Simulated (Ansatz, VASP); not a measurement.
One calculation of Co, two programs

INCAR

```
SYSTEM = Co
PREC = Accurate
ENCUT = 520
EDIFF = 1E-7
ISMEAR = -1
SIGMA = 0.05
LREAL = .FALSE.
LASPH = .TRUE.
NELM = 150
ALGO = Fast
ISIF = 2
LWAVE = .FALSE.
LCHARG = .FALSE.
ISPIN = 2
MAGMOM = 2 2
LORBIT = 11
LMAXMIX = 4
GGA = PE
NBANDS = 20
```

The input KPOINTS:

```
Automatic mesh
0
G
  12 12 7
  0 0 0
```

The input POSCAR:

```
Co
1.0
    2.4873648738      0.0000000000      0.0000000000
   -1.2436824369      2.1541211692      0.0000000000
    0.0000000000      0.0000000000      4.0632895034
Co
2
Direct
    0.3313670000      0.6497470000      0.7371330000
    0.6702970000      0.3205170000      0.2636990000
```

The input input.yaml:

```yaml
crystal:
  lattice:
    - [2.4873648738, 0.0, 0.0]
    - [-1.2436824369, 2.1541211692, 0.0]
    - [0.0, 0.0, 4.0632895034]
  atoms:
    - { symbol: Co, position: [0.331367, 0.649747, 0.737133], spin: 2.0 }
    - { symbol: Co, position: [0.670297, 0.320517, 0.263699], spin: 2.0 }
kpoints:
  mp_grid: { grid: [12, 12, 7] }
scf:
  occupations: { method: fermi_dirac, width: 0.05 }
hamiltonian:
  xc: pbe
  pseudopotentials: { kind: all_electron, lapw: { basis_error: 0.001 } }
magnetization:
  spin_polarized: true
output:
  forces: true
  stress: true
  eigenvalues: true
  populations: true
```

Change from the starting cell: atoms moved at random, drawn with an rms of 0.05 Å.

Alike in both runs: task single point; functional PBE; k mesh 12 × 12 × 7; occupations fermi-dirac, width 0.05 eV; collinear spin.

|  | VASP | Ansatz |
| --- | --- | --- |
| version | VASP 6.6.1 | Ansatz 0.2.0 |
| potentials or method | VASP PAW PBE potentials, release 64 (Co), cutoff 520 eV | all-electron LAPW, scalar-relativistic |

Ansatz gave:

| Quantity | Value |
| --- | --- |
| gap on the k mesh at the Fermi level (eV) | none |
| pressure (GPa) | 1.4 |
| traceless stress, the component that is largest in VASP (GPa) | -1.31 |
| rms of the force components (eV/Å) | 0.416 |
| net moment per atom (μB) | 1.64 |
| size of the moment on the site where the two differ most (μB) | 1.71 |

Question: Estimate VASP's values.

Answer: gap on the k mesh at the Fermi level (eV): none; pressure (GPa): 0.8; traceless stress, the component that is largest in VASP (GPa): -1.35; rms of the force components (eV/Å): 0.407; net moment per atom (μB): 1.63; size of the moment on the site where the two differ most (μB): 1.65.

Site moments also hang on the region over which each program counts them. Atom by atom the forces differ by 0.009 eV/Å (rms over components). A gap of «none» marks a metal or a gap that the smearing closes. Ansatz ran all-electron here, and VASP with PAW potentials.
